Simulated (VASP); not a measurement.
# Ru (P6_3/mmc) in VASP: further runs

Ru is run at these levels: PBE; tasks: single point.

All numbers are computed with VASP 6.6.1; they aren't measurements. Logs are shortened: lines on timing, memory, paths and dates and some standing lists are left out, and cuts for length are marked.

## 1. The cell of the first run

Symmetry: P6_3/mmc, No. 194, hexagonal system. Conventional cell: a = 2.719 Å, b = 2.719 Å, c = 4.239 Å, α = 90.00°, β = 90.00°, γ = 120.00°. Ru (site symmetry -6m2) has 12 Ru at 2.64 to 2.72 Å within 3.5 Å.

## 2. Single point, PBE (z stretched by -1 % at fixed volume)

INCAR reads:

```
SYSTEM = Ru
ALGO = Normal
EDIFF = 1E-7
ENCUT = 520
GGA = PE
ISIF = 2
ISMEAR = -1
LASPH = .True.
LCHARG = .True.
LELF = .True.
LREAL = .False.
LVHAR = .True.
LWAVE = .False.
NBANDS = 21
NELM = 100
PREC = Accurate
SIGMA = 0.03
```

KPOINTS reads:

```
k-points
0
Gamma
  14 14 8
  0 0 0
```

POSCAR reads:

```
Ru
1.0
    2.7194306515      0.0000000000      0.0000000000
   -1.3597153257      2.3550960281      0.0000000000
    0.0000000000      0.0000000000      4.2390810000
Ru
2
Direct
    0.3333333333      0.6666666667      0.2500000000
    0.6666666667      0.3333333333      0.7500000000
```

Potentials or basis: VASP PAW PBE potentials, release 64 (Ru_pv).

Launch:

```sh
cat potpaw_PBE.64/Ru_pv/POTCAR > POTCAR
mpirun -np 1 vasp_std > vasp.out
```

OUTCAR:

```text
SYSTEM = Ru
   EDIFF = 1E-7
   ENCUT = 520
   GGA = PE
   ISIF = 2
   ISMEAR = -1
   LASPH = .True.
   LREAL = .False.
   NELM = 100
   PREC = Accurate

 ion  position               nearest neighbor table
   1  0.333  0.667  0.250-   2 2.64   2 2.64   2 2.64   2 2.64   2 2.64   2 2.64
   2  0.667  0.333  0.750-   1 2.64   1 2.64   1 2.64   1 2.64   1 2.64   1 2.64

  LATTYP: Found a hexagonal cell.
 ALAT       =     2.7194306515
 C/A-ratio  =     1.5588119512

  Lattice vectors:

 A1 = (   2.7194306515,   0.0000000000,   0.0000000000)
 A2 = (  -1.3597153257,   2.3550960281,   0.0000000000)
 A3 = (   0.0000000000,   0.0000000000,   4.2390810000)

Analysis of symmetry for initial positions (statically):
=====================================================================
 Subroutine PRICEL returns:
 Original cell was already a primitive cell.

 Routine SETGRP: Setting up the symmetry group for a
 hexagonal supercell.

 Subroutine GETGRP returns: Found 24 space group operations
 (whereof 12 operations were pure point group operations)
 out of a pool of 24 trial point group operations.

The static configuration has the point symmetry D_3d.
 The point group associated with its full space group is D_6h.

Analysis of symmetry for dynamics (positions and initial velocities):
=====================================================================
 Subroutine PRICEL returns:
 Original cell was already a primitive cell.

 Routine SETGRP: Setting up the symmetry group for a
 hexagonal supercell.

 Subroutine GETGRP returns: Found 24 space group operations
 (whereof 12 operations were pure point group operations)
 out of a pool of 24 trial point group operations.

The dynamic configuration has the point symmetry D_3d.
 The point group associated with its full space group is D_6h.

 Subroutine INISYM returns: Found 24 space group operations
 (whereof 12 operations are pure point group operations),
 and found     1 'primitive' translations

----------------------------------------------------------------------------------------

                                     Primitive cell

  volume of cell :      27.1493

  direct lattice vectors                    reciprocal lattice vectors
     2.719430652  0.000000000  0.000000000     0.367724031  0.212305568  0.000000000
    -1.359715326  2.355096028  0.000000000     0.000000000  0.424611136  0.000000000
     0.000000000  0.000000000  4.239081000     0.000000000  0.000000000  0.235900187

  length of vectors
     2.719430652  2.719430652  4.239081000     0.424611136  0.424611136  0.235900187

  position of ions in fractional coordinates (direct lattice)
     0.333333333  0.666666667  0.250000000
     0.666666667  0.333333333  0.750000000

  ion indices of the primitive-cell ions
   primitive index   ion index
                 1           1
                 2           2

----------------------------------------------------------------------------------------

 KPOINTS: k-points

Automatic generation of k-mesh.
 Grid dimensions read from file:
 generate k-points for:   14   14    8

 Generating k-lattice:

  Cartesian coordinates                     Fractional coordinates (reciprocal lattice)
     0.026266002  0.015164683  0.000000000     0.071428571  0.000000000  0.000000000
     0.000000000  0.030329367  0.000000000     0.000000000  0.071428571  0.000000000
     0.000000000  0.000000000  0.029487523     0.000000000  0.000000000  0.125000000

  Length of vectors
     0.030329367  0.030329367  0.029487523

  Shift w.r.t. Gamma in fractional coordinates (k-lattice)
     0.000000000  0.000000000  0.000000000

 Subroutine IBZKPT returns following result:
 ===========================================

 Found    120 irreducible k-points:

 Following reciprocal coordinates:
            Coordinates               Weight
  0.000000  0.000000  0.000000      1.000000
  0.071429  0.000000  0.000000      6.000000
  0.142857  0.000000  0.000000      6.000000
  0.214286  0.000000  0.000000      6.000000
  0.285714 -0.000000  0.000000      6.000000
  0.357143  0.000000  0.000000      6.000000
[... 16 lines left out ...]
  0.285714  0.285714  0.000000      6.000000
  0.357143  0.285714  0.000000      6.000000
 [... further k-points ...]
   k-points           NKPTS =    120   k-points in BZ     NKDIM =    120   number of bands    NBANDS=     21
   number of dos      NEDOS =    301   number of ions     NIONS =      2
   total plane-waves  NPLWV =  12800
   dimension x,y,z NGX =    20 NGY =   20 NGZ =   32
   dimension x,y,z NGXF=    40 NGYF=   40 NGZF=   64
   ions per type =               2
   NGX,Y,Z   is equivalent  to a cutoff of  12.23, 12.23, 12.55 a.u.
   NGXF,Y,Z  is equivalent  to a cutoff of  24.45, 24.45, 25.10 a.u.
 SYSTEM =  Ru
   PREC   = accura    normal or accurate (medium, high low for compatibility)
   ISTART =      0    job   : 0-new  1-cont  2-samecut
   ICHARG =      2    charge: 1-file 2-atom 10-const
   ISPIN  =      1    spin polarized calculation?
   LNONCOLLINEAR =      F non collinear calculations
   LSORBIT =      F    spin-orbit coupling
   LASPH  =      T    aspherical Exc in radial PAW
   ENCUT  =  520.0 eV  38.22 Ry    6.18 a.u.   5.06  5.06  7.88*2*pi/ulx,y,z
   NELM   =    100;   NELMIN=  2; NELMDL= -5     # of ELM steps
   EDIFF  = 0.1E-06   stopping-criterion for ELM
   LREAL  =      F    real-space projection
   EDIFFG = 0.1E-05   stopping-criterion for IOM
   NSW    =      0    number of steps for IOM
   IBRION =     -1    ionic relax: 0-MD 1-quasi-New 2-CG
   NFREE  =      0    steps in history (QN), initial steepest desc. (CG)
   ISIF   =      2    stress and relaxation
   ISYM   =      2    0-nonsym 1-usesym 2-fastsym
   POTIM  = 0.5000    time-step for ionic-motion
   TEBEG  =    0.0;   TEEND  =   0.0 temperature during run
   PSTRESS=    0.0 pullay stress
   NELECT =      28.0000    total number of electrons
   NUPDOWN=      -1.0000    fix difference up-down
   EMIN   =  10.00;   EMAX   =-10.00  energy-range for DOS
   EFERMI =   0.00;   METHOD = LEGACY
   ISMEAR =    -1;   SIGMA  =   0.03  broadening in eV -4-tet -1-fermi 0-gaus
   EFERMI_NEDOS =   21; number of points for ismear=-14 and -15
   IALGO  =     38    algorithm
   IMIX   =      4    mixing-type and parameters
     AMIX     =   0.40;   BMIX     =  1.00
     AMIX_MAG =   1.60;   BMIX_MAG =  1.00
  volume/ion in A,a.u.               =      13.57        91.61
  Fermi-wavevector in a.u.,A,eV,Ry     =   1.654022  3.125649 37.222686  2.735790
  Thomas-Fermi vector in A             =   2.742361
   LORBIT       =      0    0 simple, 1 ext, 2 COOP (PROOUT), +10 PAW based schemes
   GGA     = PE    functional components
   LHFCALC =     F    Hartree Fock is set to
   AEXX    =    0.0000 exact exchange contribution
   IVDW    =     0    specifies the selected vdW correction
   LEPSILON=     F    determine dielectric tensor
   LRPA    =     F    only Hartree local field effects (RPA)
 non-spin polarized calculation
  energy-cutoff  :      520.00
  volume of cell :       27.15
 maximum number of plane-waves:       748
   NGX = 11   NGY = 11   NGZ = 15

 number of electron      28.0000002 magnetization

 Free energy of the ion-electron system (eV)
  ---------------------------------------------------
  ext. energy  EPLUGINS =         0.00000000
  ---------------------------------------------------
  free energy    TOTEN  =       -18.45674646 eV

  energy without entropy =      -18.45054939  energy(sigma->0) =      -18.45364792

 E-fermi :  12.8392     XC(G=0): -14.1201

 val. band max:       12.8303079823   @ k =   0.2857   0.0714   0.0000
 cond. band min:      12.8455635979   @ k =   0.4286   0.0714   0.2500
 fundamental gap:      0.0152556156
 Fermi energy:        12.8392490734

 k-point     1 :       0.0000    0.0000    0.0000
  band No.  band energies     occupation
      1     -30.8333      2.00000
      2     -29.8933      2.00000
      3     -29.8933      2.00000
      4     -29.7092      2.00000
      5     -29.7092      2.00000
      6     -29.6532      2.00000
[... 13 lines left out ...]
     20      23.2585      0.00000
     21      23.4003      0.00000

 k-point     2 :       0.0714    0.0000    0.0000
  band No.  band energies     occupation
      1     -30.8159      2.00000
      2     -29.9284      2.00000
      3     -29.9056      2.00000
      4     -29.7461      2.00000
      5     -29.7136      2.00000
      6     -29.6620      2.00000
[... 13 lines left out ...]
     20      23.2584      0.00000
     21      23.3783      0.00000

 k-point     3 :       0.1429    0.0000    0.0000
  band No.  band energies     occupation
      1     -30.7651      2.00000
      2     -30.0270      2.00000
      3     -29.9391      2.00000
      4     -29.8481      2.00000
      5     -29.7269      2.00000
      6     -29.6884      2.00000
[... 13 lines left out ...]
     20      23.2584      0.00000
     21      23.3196      0.00000

 k-point     4 :       0.2143    0.0000    0.0000
  band No.  band energies     occupation
      1     -30.6861      2.00000
      2     -30.1696      2.00000
      3     -29.9914      2.00000
      4     -29.9859      2.00000
      5     -29.7476      2.00000
      6     -29.7320      2.00000
[... 13 lines left out ...]
     20      23.2584      0.00000
     21      23.2800      0.00000

 k-point     5 :       0.2857   -0.0000    0.0000
  band No.  band energies     occupation
      1     -30.5872      2.00000
      2     -30.3282      2.00000
      3     -30.1452      2.00000
      4     -30.0359      2.00000
      5     -29.7915      2.00000
      6     -29.7720      2.00000
[... 13 lines left out ...]
     20      23.2583      0.00000
     21      23.2675      0.00000
[... 382 lines left out ...]
     20      23.2567      0.00000
     21      23.2797      0.00000

 k-point    22 :       0.3571    0.2143    0.0000
  band No.  band energies     occupation
      1     -30.5201      2.00000
      2     -30.3369      2.00000
      3     -30.2696      2.00000
      4     -30.2366      2.00000
      5     -30.0261      2.00000
      6     -29.9928      2.00000
[... 13 lines left out ...]
     20      23.2580      0.00000
     21      23.2594      0.00000

 k-point    23 :       0.2857    0.2857    0.0000
  band No.  band energies     occupation
      1     -30.4856      2.00000
      2     -30.3495      2.00000
      3     -30.2549      2.00000
      4     -30.2293      2.00000
      5     -30.0434      2.00000
      6     -30.0387      2.00000
[... 13 lines left out ...]
     20      23.2581      0.00000
     21      23.2588      0.00000

 k-point    24 :       0.3571    0.2857    0.0000
  band No.  band energies     occupation
      1     -30.4909      2.00000
      2     -30.2985      2.00000
      3     -30.2962      2.00000
      4     -30.1918      2.00000
      5     -30.0962      2.00000
      6     -30.0762      2.00000
[... 13 lines left out ...]
     20      23.2585      0.00000
     21      23.2586      0.00000

 [... further k-points ...]

------------------------ aborting loop because EDIFF is reached ----------------------------------------

  FORCE on cell =-STRESS in cart. coord.  units (eV):
  Direction    XX          YY          ZZ          XY          YZ          ZX
  --------------------------------------------------------------------------------------
  -------------------------------------------------------------------------------------
  Total        0.4855248      0.4855248      1.4373932      0.0000000      0.0000000      0.0000000
  in kB       28.6525740     28.6525740     84.8257768      0.0000000      0.0000000      0.0000000
  external PRESSURE =      47.3769749 kB  Pullay stress =       0.0000000 kB

 VOLUME and BASIS-vectors are now :
 -----------------------------------------------------------------------------
  energy-cutoff  :      520.00
  volume of cell :       27.15
      direct lattice vectors                 reciprocal lattice vectors
     2.719430652  0.000000000  0.000000000     0.367724031  0.212305568  0.000000000
    -1.359715326  2.355096028  0.000000000     0.000000000  0.424611136  0.000000000
     0.000000000  0.000000000  4.239081000     0.000000000  0.000000000  0.235900187

 POSITION                                       TOTAL-FORCE (eV/Angst)
 -----------------------------------------------------------------------------------
     -0.00000      1.57006      1.05977         0.000000      0.000000      0.000000
      1.35972      0.78503      3.17931        -0.000000     -0.000000      0.000000
 -----------------------------------------------------------------------------------
    total drift:                               -0.000000      0.000000     -0.000000

  FREE ENERGIE OF THE ION-ELECTRON SYSTEM (eV)
  ---------------------------------------------------
  free  energy   TOTEN  =       -18.4567464598 eV

  energy  without entropy=      -18.4505493889  energy(sigma->0) =      -18.45364792
```

Run time: 26 s. Hardware: 1 thread of Intel Xeon Platinum 8488C (Sapphire Rapids), shared host; peak memory 0.17 GiB.

Results:

```yaml
Free_energy: -18.4567 eV
Pressure: 4.7 GPa
Band_gap_on_the_k_mesh: zero (band 14 reaches 14.39 eV, above the bottom of band 15 at 11.22 eV)
```

## 3. Single point, PBE (volume scaled by 0.96)

INCAR reads:

```
SYSTEM = Ru
ALGO = Normal
EDIFF = 1E-6
ENCUT = 520
GGA = PE
ISIF = 2
ISMEAR = -1
LASPH = .TRUE.
LCHARG = .TRUE.
LELF = .TRUE.
LREAL = .FALSE.
LVHAR = .TRUE.
LWAVE = .FALSE.
NBANDS = 21
NELM = 60
PREC = Accurate
SIGMA = 0.03
```

KPOINTS reads:

```
k-points
0
G
  14 14 8
  0 0 0
```

POSCAR reads:

```
Ru
1.0
    2.6692299955      0.0000000000      0.0000000000
   -1.3346149977      2.3116209847      0.0000000000
    0.0000000000      0.0000000000      4.2240293924
Ru
2
Direct
    0.3333333333      0.6666666667      0.2500000000
    0.6666666667      0.3333333333      0.7500000000
```

Potentials or basis: VASP PAW PBE potentials, release 64 (Ru_pv).

Launch:

```sh
cat potpaw_PBE.64/Ru_pv/POTCAR > POTCAR
mpirun -np 1 vasp_std > vasp.out
```

It took 36 s on 1 thread of AMD EPYC 7R13 (Zen 3), shared host; peak memory 0.14 GiB.

It converged, with:

| Quantity | Value |
| --- | --- |
| Free energy | -18.3799 eV |
| Pressure | 19.6 GPa |
| Band gap on the k mesh | zero (band 14 reaches 15.34 eV, above the bottom of band 15 at 12.00 eV) |

Stress tensor (GPa, compression positive):
```
19.86  0.00  0.00
 0.00 19.86  0.00
 0.00  0.00 18.96
```

Levels at points of the mesh, in eV from the Fermi level:
| k point | band 12 | band 13 | band 14 | band 15 | band 16 | band 17 |
| --- | --- | --- | --- | --- | --- | --- |
| (0.00, 0.00, 0.00) | -2.02 | -2.02 | -1.46 | -1.46 | 1.27 | 1.27 |
| (0.50, 0.00, 0.00) | -1.85 | -1.59 | 1.55 | 1.99 | 2.07 | 4.31 |
| (0.00, 0.00, 0.50) | -2.92 | -2.83 | -2.83 | 0.60 | 0.60 | 0.60 |
| (0.50, 0.00, 0.50) | -1.11 | 0.49 | 0.49 | 1.82 | 1.82 | 3.58 |

(Part 1 of 2 ends here.)
